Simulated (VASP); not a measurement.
Runs of VASP 6.6.1 on ZnSe. The structure is that of space group I-4m2 (No. 119), or close to it. The cells are those of the table. 

| cell | gap on the mesh (eV) | pressure (GPa) |
| --- | --- | --- |
| a = 3.926, b = 3.926, c = 4.231 Å, angles 57.4, 57.4, 65.2°, 2 atoms | (c) | 1.7 |
| a = 4.259, b = 4.259, c = 3.672 Å, angles 64.5, 64.5, 51.1°, 2 atoms | 0.34 | (b) |
| a = 4.081, b = 4.081, c = 3.882 Å, angles 61.6, 61.6, 56.8°, 2 atoms | 1.11 | 2.2 |
| a = 3.902, b = 3.902, c = 4.626 Å, angles 53.6, 53.6, 72.7°, 2 atoms | 0.13 | (a) |
| a = 3.896, b = 3.896, c = 4.499 Å, angles 54.7, 54.7, 70.5°, 2 atoms | 0.46 | -0.3 |
| a = 4.166, b = 4.166, c = 3.771 Å, angles 63.1, 63.1, 53.8°, 2 atoms | 0.80 | 1.7 |
| a = 4.373, b = 4.373, c = 3.571 Å, angles 65.9, 65.9, 48.2°, 2 atoms | none | 0.9 |
| a = 3.959, b = 3.959, c = 4.121 Å, angles 58.6, 58.6, 62.7°, 2 atoms | 1.10 | 2.2 |
| a = 3.904, b = 3.904, c = 4.354 Å, angles 56.1, 56.1, 67.8°, 2 atoms | 0.73 | 1.0 |
| a = 4.463, b = 4.463, c = 3.501 Å, angles 66.9, 66.9, 46.2°, 2 atoms | none | 0.8 |
| a = 3.982, b = 3.982, c = 4.063 Å, angles 59.3, 59.3, 61.3°, 2 atoms | 1.19 | 2.3 |

Alike in all rows: task single point; level PBE; potentials or basis VASP PAW PBE potentials, release 64 (Zn, Se); no spin polarisation; k mesh 10 × 10 × 10; cutoff (eV) 520; smearing gaussian 0.05 eV.

Q: Fill in the values left out.

A: (a) -1.5; (b) 1.3; (c) 0.93.

Caveats: semilocal functionals underestimate gaps, and a narrow one can read as zero (at least some runs); the stress differs along the axes, from -8 to 6 GPa (at least some runs); the stress differs along the axes, from -4 to 4 GPa (at least some runs); the stress differs along the axes, from -2 to 4 GPa (at least some runs); the stress differs along the axes, from -4 to 5 GPa (at least some runs); the stress differs along the axes, from -12 to 8 GPa (at least some runs); the stress differs along the axes, from -1 to 4 GPa (at least some runs).

A k mesh can miss the band edges, and the runs leave out spin-orbit coupling on Se.

A gap of «none» marks levels without a gap at the run's occupations.
